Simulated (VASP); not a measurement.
# Cs7Pb8Cl23 (a cell with a defect) in VASP: single point with PBEsol

Aim: the single point of Cs7Pb8Cl23 (a cell with a defect) with PBEsol.

All numbers are computed with VASP 6.6.1; they aren't measurements. Logs are shortened: lines on timing, memory, paths and dates and some standing lists are left out, and cuts for length are marked.

**1. The cell of the first run**

The cell holds a defect, 38 atoms: a = 11.234 Å, b = 11.234 Å, c = 11.234 Å, α = 90.00°, β = 90.00°, γ = 90.00°.

**2. Single point, PBEsol**

INCAR reads:

```
SYSTEM = Cs7Pb8Cl23
PREC = Accurate
ENCUT = 520
EDIFF = 1E-7
ISMEAR = -1
SIGMA = 0.05
LREAL = Auto
LASPH = .TRUE.
NELM = 60
ALGO = Normal
ISIF = 2
LWAVE = .FALSE.
LCHARG = .FALSE.
GGA = PS
ISYM = 0
NBANDS = 193
```

KPOINTS reads:

```
Automatic mesh
0
Gamma
  1 1 1
  0.25 0.25 0.25
```

POSCAR reads:

```
Cs7Pb8Cl23
1.0
   11.2343380000      0.0000000000      0.0000000000
    0.0000000000     11.2343380000      0.0000000000
    0.0000000000      0.0000000000     11.2343380000
Cs Pb Cl
7 8 23
Direct
    0.9725030000      0.9979740000      0.9981120000
    0.9920790000      0.9696020000      0.5000260000
    0.9908210000      0.5095260000      0.9996470000
    0.9743370000      0.5248520000      0.4992790000
    0.5337420000      0.9928530000      0.9998600000
    0.4797860000      0.9398960000      0.5006660000
    0.5224210000      0.4783550000      0.0005010000
    0.2514920000      0.2576170000      0.2660050000
    0.2502830000      0.2575050000      0.7334740000
    0.2476600000      0.7506750000      0.2450090000
    0.2469810000      0.7497890000      0.7557300000
    0.7586550000      0.2461790000      0.2502000000
    0.7568800000      0.2459380000      0.7479120000
    0.7461470000      0.7453780000      0.2485860000
    0.7452180000      0.7445690000      0.7502320000
    0.2138740000      0.3136800000      0.4996060000
    0.2274200000      0.8145310000      0.0003710000
    0.2395490000      0.7304800000      0.5005420000
    0.7445660000      0.2294520000      0.9991350000
    0.8170150000      0.2494850000      0.4991000000
    0.7626250000      0.7612630000      0.9993640000
    0.7482670000      0.7549540000      0.4994740000
    0.0093370000      0.2508890000      0.1970310000
    0.0076910000      0.2516320000      0.8003750000
    0.9972460000      0.7371860000      0.2592010000
    0.9965390000      0.7357770000      0.7413940000
    0.4982490000      0.2323040000      0.2187980000
    0.4970170000      0.2313320000      0.7804160000
    0.4970600000      0.7784660000      0.2289320000
    0.4962570000      0.7781930000      0.7711920000
    0.2397200000      0.0047180000      0.2984890000
    0.2375960000      0.0043940000      0.7051730000
    0.2553850000      0.4977780000      0.1868150000
    0.2553360000      0.4970070000      0.8147260000
    0.7712460000      0.9951060000      0.2506670000
    0.7701350000      0.9947950000      0.7485650000
    0.7597450000      0.4949420000      0.2224730000
    0.7579720000      0.4944650000      0.7776420000
```

Potentials or basis: VASP PAW PBE potentials, release 64 (Cs_sv, Pb_d, Cl).

Started as:

```bash
$ cat potpaw_PBE.64/Cs_sv/POTCAR potpaw_PBE.64/Pb_d/POTCAR potpaw_PBE.64/Cl/POTCAR > POTCAR
$ mpirun -np 1 vasp_std > vasp.out
```

OUTCAR:

```text
SYSTEM = Cs7Pb8Cl23
   PREC = Accurate
   ENCUT = 520
   EDIFF = 1E-7
   ISMEAR = -1
   LREAL = Auto
   LASPH = .TRUE.
   NELM = 60
   ISIF = 2
   GGA = PS
   ISYM = 0

 ion  position               nearest neighbor table
   1  0.973  0.998  0.998-
   2  0.992  0.970  0.500-
   3  0.991  0.510  1.000-
   4  0.974  0.525  0.499-
   5  0.534  0.993  1.000-
   6  0.480  0.940  0.501-
   7  0.522  0.478  0.001-
   8  0.251  0.258  0.266-  16 2.73  23 2.83  27 2.84  33 2.84  31 2.87
   9  0.250  0.258  0.733-  16 2.73  24 2.83  28 2.84  34 2.84  32 2.86
  10  0.248  0.751  0.245-  25 2.82  29 2.82  17 2.85  18 2.88  33 2.92  31 2.92
  11  0.247  0.750  0.756-  26 2.82  30 2.82  17 2.85  18 2.88  34 2.92  32 2.92
  12  0.759  0.246  0.250-  37 2.81  35 2.82  19 2.83  20 2.87  23 2.88  27 2.95
  13  0.757  0.246  0.748-  38 2.81  36 2.83  19 2.83  20 2.88  24 2.88  28 2.95
  14  0.746  0.745  0.249-  21 2.81  35 2.82  22 2.82  25 2.82  29 2.83  37 2.83
  15  0.745  0.745  0.750-  21 2.81  22 2.82  36 2.83  26 2.83  38 2.83  30 2.83
  16  0.214  0.314  0.500-   8 2.73   9 2.73
  17  0.227  0.815  0.000-  10 2.85  11 2.85
  18  0.240  0.730  0.501-  11 2.88  10 2.88
  19  0.745  0.229  0.999-  12 2.83  13 2.83
  20  0.817  0.249  0.499-  12 2.87  13 2.88
  21  0.763  0.761  0.999-  14 2.81  15 2.81
[... 15 lines left out ...]
  37  0.760  0.495  0.222-  12 2.81  14 2.83
  38  0.758  0.494  0.778-  13 2.81  15 2.83

IMPORTANT INFORMATION: All symmetrisations will be switched off!
NOSYMM: (Re-)initialisation of all symmetry stuff for point group C_1.

----------------------------------------------------------------------------------------

                                     Primitive cell

  volume of cell :    1417.8897

  direct lattice vectors                    reciprocal lattice vectors
    11.234338000  0.000000000  0.000000000     0.089012811  0.000000000  0.000000000
     0.000000000 11.234338000  0.000000000     0.000000000  0.089012811  0.000000000
     0.000000000  0.000000000 11.234338000     0.000000000  0.000000000  0.089012811

  length of vectors
    11.234338000 11.234338000 11.234338000     0.089012811  0.089012811  0.089012811

  position of ions in fractional coordinates (direct lattice)
     0.972503000  0.997974000  0.998112000
     0.992079000  0.969602000  0.500026000
     0.990821000  0.509526000  0.999647000
     0.974337000  0.524852000  0.499279000
     0.533742000  0.992853000  0.999860000
     0.479786000  0.939896000  0.500666000
[... 30 lines left out ...]
     0.759745000  0.494942000  0.222473000
     0.757972000  0.494465000  0.777642000

  ion indices of the primitive-cell ions
   primitive index   ion index
                 1           1
                 2           2
                 3           3
                 4           4
                 5           5
                 6           6
[... 30 lines left out ...]
                37          37
                38          38

----------------------------------------------------------------------------------------

 KPOINTS: Automatic mesh

Automatic generation of k-mesh.
 Grid dimensions read from file:
 generate k-points for:    1    1    1

 Generating k-lattice:

  Cartesian coordinates                     Fractional coordinates (reciprocal lattice)
     0.089012811  0.000000000  0.000000000     1.000000000  0.000000000  0.000000000
     0.000000000  0.089012811  0.000000000     0.000000000  1.000000000  0.000000000
     0.000000000  0.000000000  0.089012811     0.000000000  0.000000000  1.000000000

  Length of vectors
     0.089012811  0.089012811  0.089012811

  Shift w.r.t. Gamma in fractional coordinates (k-lattice)
     0.250000000  0.250000000  0.250000000

 Subroutine IBZKPT returns following result:
 ===========================================

 Found      4 irreducible k-points:

 Following reciprocal coordinates:
            Coordinates               Weight
  0.250000  0.250000  0.250000      2.000000
 -0.250000  0.250000  0.250000      2.000000
 -0.250000 -0.250000  0.250000      2.000000
  0.250000 -0.250000  0.250000      2.000000
   k-points           NKPTS =      4   k-points in BZ     NKDIM =      4   number of bands    NBANDS=    193
   number of dos      NEDOS =    301   number of ions     NIONS =     38
   total plane-waves  NPLWV = 592704
   dimension x,y,z NGX =    84 NGY =   84 NGZ =   84
   dimension x,y,z NGXF=   168 NGYF=  168 NGZF=  168
   ions per type =               7   8  23
   NGX,Y,Z   is equivalent  to a cutoff of  12.43, 12.43, 12.43 a.u.
   NGXF,Y,Z  is equivalent  to a cutoff of  24.86, 24.86, 24.86 a.u.
 SYSTEM =  Cs7Pb8Cl23
   PREC   = accura    normal or accurate (medium, high low for compatibility)
   ISTART =      0    job   : 0-new  1-cont  2-samecut
   ICHARG =      2    charge: 1-file 2-atom 10-const
   ISPIN  =      1    spin polarized calculation?
   LNONCOLLINEAR =      F non collinear calculations
   LSORBIT =      F    spin-orbit coupling
   LASPH  =      T    aspherical Exc in radial PAW
   ENCUT  =  520.0 eV  38.22 Ry    6.18 a.u.  20.89 20.89 20.89*2*pi/ulx,y,z
   NELM   =     60;   NELMIN=  2; NELMDL= -5     # of ELM steps
   EDIFF  = 0.1E-06   stopping-criterion for ELM
   LREAL  =      T    real-space projection
   EDIFFG = 0.1E-05   stopping-criterion for IOM
   NSW    =      0    number of steps for IOM
   IBRION =     -1    ionic relax: 0-MD 1-quasi-New 2-CG
   NFREE  =      0    steps in history (QN), initial steepest desc. (CG)
   ISIF   =      2    stress and relaxation
   ISYM   =      0    0-nonsym 1-usesym 2-fastsym
   POTIM  = 0.5000    time-step for ionic-motion
   TEBEG  =    0.0;   TEEND  =   0.0 temperature during run
   PSTRESS=    0.0 pullay stress
   NELECT =     336.0000    total number of electrons
   NUPDOWN=      -1.0000    fix difference up-down
   EMIN   =  10.00;   EMAX   =-10.00  energy-range for DOS
   EFERMI =   0.00;   METHOD = LEGACY
   ISMEAR =    -1;   SIGMA  =   0.05  broadening in eV -4-tet -1-fermi 0-gaus
   EFERMI_NEDOS =   21; number of points for ismear=-14 and -15
   IALGO  =     38    algorithm
   IMIX   =      4    mixing-type and parameters
     AMIX     =   0.40;   BMIX     =  1.00
     AMIX_MAG =   1.60;   BMIX_MAG =  1.00
  volume/ion in A,a.u.               =      37.31       251.80
  Fermi-wavevector in a.u.,A,eV,Ry     =   1.013072  1.914429 13.963870  1.026315
  Thomas-Fermi vector in A             =   2.146219
   LORBIT       =      0    0 simple, 1 ext, 2 COOP (PROOUT), +10 PAW based schemes
   GGA     = PS    functional components
   LHFCALC =     F    Hartree Fock is set to
   AEXX    =    0.0000 exact exchange contribution
   IVDW    =     0    specifies the selected vdW correction
   LEPSILON=     F    determine dielectric tensor
   LRPA    =     F    only Hartree local field effects (RPA)
 non-spin polarized calculation
  energy-cutoff  :      520.00
  volume of cell :     1417.89
 maximum number of plane-waves:     38184
   NGX = 41   NGY = 41   NGZ = 41

 number of electron     336.0000007 magnetization

 Free energy of the ion-electron system (eV)
  ---------------------------------------------------
  ext. energy  EPLUGINS =         0.00000000
  ---------------------------------------------------
  free energy    TOTEN  =      -139.71719339 eV

  energy without entropy =     -139.71719339  energy(sigma->0) =     -139.71719339

 E-fermi :   1.4035     XC(G=0):  -7.6277

 val. band max:        0.1584323197   @ k =  -0.2500  -0.2500   0.2500
 cond. band min:       3.0006388060   @ k =   0.2500  -0.2500   0.2500
 fundamental gap:      2.8422064863
 Fermi energy:         1.4034632607

 k-point     1 :       0.2500    0.2500    0.2500
  band No.  band energies     occupation
      1     -19.9024      2.00000
      2     -19.8658      2.00000
      3     -19.8201      2.00000
      4     -19.7185      2.00000
      5     -19.7053      2.00000
      6     -19.6912      2.00000
[... 172 lines left out ...]
    179       4.2902      0.00000
    180       4.3268      0.00000

 k-point     2 :      -0.2500    0.2500    0.2500
  band No.  band energies     occupation
      1     -19.9024      2.00000
      2     -19.8658      2.00000
      3     -19.8201      2.00000
      4     -19.7185      2.00000
      5     -19.7053      2.00000
      6     -19.6912      2.00000
[... 172 lines left out ...]
    179       4.3204      0.00000
    180       4.3488      0.00000

 k-point     3 :      -0.2500   -0.2500    0.2500
  band No.  band energies     occupation
      1     -19.9024      2.00000
      2     -19.8658      2.00000
      3     -19.8201      2.00000
      4     -19.7185      2.00000
      5     -19.7053      2.00000
      6     -19.6912      2.00000
[... 172 lines left out ...]
    179       4.2927      0.00000
    180       4.3292      0.00000

 k-point     4 :       0.2500   -0.2500    0.2500
  band No.  band energies     occupation
      1     -19.9024      2.00000
      2     -19.8658      2.00000
      3     -19.8201      2.00000
      4     -19.7185      2.00000
      5     -19.7053      2.00000
      6     -19.6912      2.00000
[... 172 lines left out ...]
    179       4.3178      0.00000
    180       4.3488      0.00000
 [bands above 180 left out]

------------------------ aborting loop because EDIFF is reached ----------------------------------------

  FORCE on cell =-STRESS in cart. coord.  units (eV):
  Direction    XX          YY          ZZ          XY          YZ          ZX
  --------------------------------------------------------------------------------------
  -------------------------------------------------------------------------------------
  Total       -3.7330768     -4.7272205     -3.5112398      0.0144919     -0.0398520      0.0043812
  in kB       -4.2182766     -5.3416323     -3.9676067      0.0163754     -0.0450317      0.0049507
  external PRESSURE =      -4.5091719 kB  Pullay stress =       0.0000000 kB

 VOLUME and BASIS-vectors are now :
 -----------------------------------------------------------------------------
  energy-cutoff  :      520.00
  volume of cell :     1417.89
      direct lattice vectors                 reciprocal lattice vectors
    11.234338000  0.000000000  0.000000000     0.089012811  0.000000000  0.000000000
     0.000000000 11.234338000  0.000000000     0.000000000  0.089012811  0.000000000
     0.000000000  0.000000000 11.234338000     0.000000000  0.000000000  0.089012811

 POSITION                                       TOTAL-FORCE (eV/Angst)
 -----------------------------------------------------------------------------------
     10.92543     11.21158     11.21313         0.001422     -0.000589      0.001535
     11.14535     10.89284      5.61746        -0.000566      0.004407      0.000596
     11.13122      5.72419     11.23037         0.001231      0.002677     -0.000340
     10.94603      5.89636      5.60907        -0.002919      0.000002      0.000593
      5.99624     11.15405     11.23277        -0.003557     -0.003004     -0.000461
      5.39008     10.55911      5.62465         0.005351      0.006512      0.001102
[... 30 lines left out ...]
      8.53523      5.56035      2.49934        -0.000788     -0.000707     -0.000032
      8.51531      5.55499      8.73629        -0.001963      0.001778     -0.002303
 -----------------------------------------------------------------------------------
    total drift:                                0.002706     -0.019894     -0.004290

  FREE ENERGIE OF THE ION-ELECTRON SYSTEM (eV)
  ---------------------------------------------------
  free  energy   TOTEN  =      -139.7171933919 eV

  energy  without entropy=     -139.7171933919  energy(sigma->0) =     -139.71719339
```

It took 66 min on 1 thread of Intel Xeon 8259CL, shared host; peak memory 1.5 GiB.

What came out:

```
Free energy            : -139.7172 eV
Pressure               : -0.5 GPa
Largest force          : 0.014 eV/Å
Band gap on the k mesh : 2.84 eV
```

Forces in eV/Å, atoms in the order of the input:
```
Cs   0.001 -0.001  0.002
Cs  -0.001  0.004  0.001
Cs   0.001  0.003  0.000
Cs  -0.003  0.000  0.001
Cs  -0.004 -0.003  0.000
Cs   0.005  0.007  0.001
Cs   0.005  0.004 -0.001
Pb  -0.004 -0.008 -0.001
Pb   0.000 -0.008  0.000
Pb   0.002  0.001  0.008
Pb   0.002  0.005 -0.004
Pb  -0.003  0.003  0.008
Pb   0.003  0.002  0.000
Pb  -0.005 -0.002  0.005
Pb   0.008  0.009  0.008
Cl   0.005  0.001  0.001
Cl   0.002  0.006  0.004
Cl   0.001 -0.002 -0.001
Cl  -0.002  0.000 -0.004
Cl   0.000  0.000  0.002
Cl  -0.003 -0.001  0.001
Cl   0.000 -0.004  0.000
Cl   0.005 -0.002  0.002
Cl   0.005 -0.001 -0.002
Cl   0.000 -0.004 -0.005
Cl  -0.004 -0.001  0.002
Cl   0.001  0.000  0.001
Cl   0.000  0.000 -0.002
Cl   0.000 -0.008 -0.001
Cl   0.005 -0.009  0.001
Cl  -0.005  0.002 -0.008
Cl  -0.004 -0.005 -0.003
Cl  -0.002  0.005  0.000
Cl  -0.001  0.005 -0.003
Cl  -0.003  0.004 -0.003
Cl  -0.005 -0.002 -0.005
Cl  -0.001 -0.001  0.000
Cl  -0.002  0.002 -0.002
```

Levels at points of the mesh, in eV from the valence-band top:
```csv
k point,band 165,band 166,band 167,band 168,band 169,band 170,band 171,band 172
"(0.25, 0.25, 0.25)",-0.51,-0.43,-0.39,0.00,2.85,3.34,3.46,3.60
```

Caveat: the PAW data sets were made with another functional, which shifts forces and pressure a little; spin-orbit coupling is left out, which moves the levels of the heavy elements.
